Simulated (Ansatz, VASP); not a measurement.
# One calculation of BaTiO3, two programs

Contents of INCAR:

```
PREC     = Accurate       # precision mode
ENCUT    = 520            # plane-wave cutoff, eV
EDIFF    = 1E-8           # SCF threshold, eV
ISMEAR   = -1             # smearing method
SIGMA    = 0.05           # smearing width, eV
LREAL    = False          # projectors in reciprocal space
LASPH    = True           # aspherical terms in the spheres
NELM     = 80             # most SCF steps
ALGO     = Normal         # electronic algorithm
ISIF     = 2              # what is computed and relaxed
LWAVE    = False          # write WAVECAR
LCHARG   = False          # write CHGCAR
GGA      = PE             # functional
LEFG     = True         
NBANDS   = 28             # bands
```

The input KPOINTS:

```
regular mesh
0
Gamma
  9 9 9
```

The input POSCAR:

```
BaTiO3
1.0
    2.8276681575      1.6325549719      2.3177316080
   -2.8276681575      1.6325549719      2.3177316080
    0.0000000000     -3.2651099438      2.3177316080
Ba Ti O
1 1 3
Direct
    0.0000000000      0.0000000000      0.0000000000
    0.5140000000      0.5140000000      0.5140000000
    0.4916000000      0.4916000000      0.9815000000
    0.4916000000      0.9815000000      0.4916000000
    0.9815000000      0.4916000000      0.4916000000
```

Input for Ansatz:

```yaml
crystal:
  lattice:
    - [2.8276681575, 1.6325549719, 2.317731608]
    - [-2.8276681575, 1.6325549719, 2.317731608]
    - [0.0, -3.2651099438, 2.317731608]
  atoms:
    - { symbol: Ba, position: [0.0, 0.0, 0.0] }
    - { symbol: Ti, position: [0.514, 0.514, 0.514] }
    - { symbol: O, position: [0.4916, 0.4916, 0.9815] }
    - { symbol: O, position: [0.4916, 0.9815, 0.4916] }
    - { symbol: O, position: [0.9815, 0.4916, 0.4916] }
kpoints:
  mp_grid: { grid: [9, 9, 9] }
  band_path:
    path:
      - [0.0, 0.0, 0.0]
      - [0.5, 0.5, 0.5]
      - [0.5025694503, 0.4974305497, 0.5]
      - [0.5, -0.4974305497, 0.4974305497]
      - [0.5, 0.0, 0.0]
      - [0.0, 0.0, 0.0]
      - [0.4987152749, -0.4987152749, 0.0]
      - [0.5012847251, 0.0, 0.4987152749]
      - [0.5, 0.0, 0.5]
    npoints: 14
scf:
  occupations: { method: fermi_dirac, width: 0.05 }
hamiltonian:
  xc: pbe
  pseudopotentials: { kind: paw }
output:
  forces: true
  stress: true
  eigenvalues: true
  efg: { contact_densities: true }
  populations: true
  bader: true
  dos: { projected: true, de: 0.2, e_range: [-14, 8] }
  write_density: true
  write_potential: true
  elf: true
  volumetric_format: npy
```

Alike in both runs: task electric field gradients; functional PBE; k mesh 9 × 9 × 9; occupations fermi-dirac, width 0.05 eV; no spin polarisation.

```csv
,VASP,Ansatz
version,VASP 6.6.1,Ansatz 0.2.0
potentials or method,"VASP PAW PBE potentials, release 64 (Ba_sv, Ti_sv, O)","PAW with Ansatz's default frozen-core files, scalar-relativistic"
plane-wave cutoff (eV),520,420
valence electrons in the cell,40,40
```

|  | VASP | Ansatz | Ansatz less VASP |
| --- | --- | --- | --- |
| gap on the k mesh at the Fermi level (eV) | 2.39 | 2.44 | +0.056 |
| pressure (GPa) | 6.8 | 5.0 | -1.80 |
| traceless stress, the component that is largest in VASP (GPa) | -0.22 | -0.18 | +0.045 |
| rms of the force components (eV/Å) | 0.103 | 0.086 | -0.0173 |
| size of Vzz on the site where it differs most (V/Å²) | 20.4 | 21.3 | +0.88 |

Atom by atom the forces differ by 0.028 eV/Å (rms over components).

Spin-orbit coupling is off throughout.
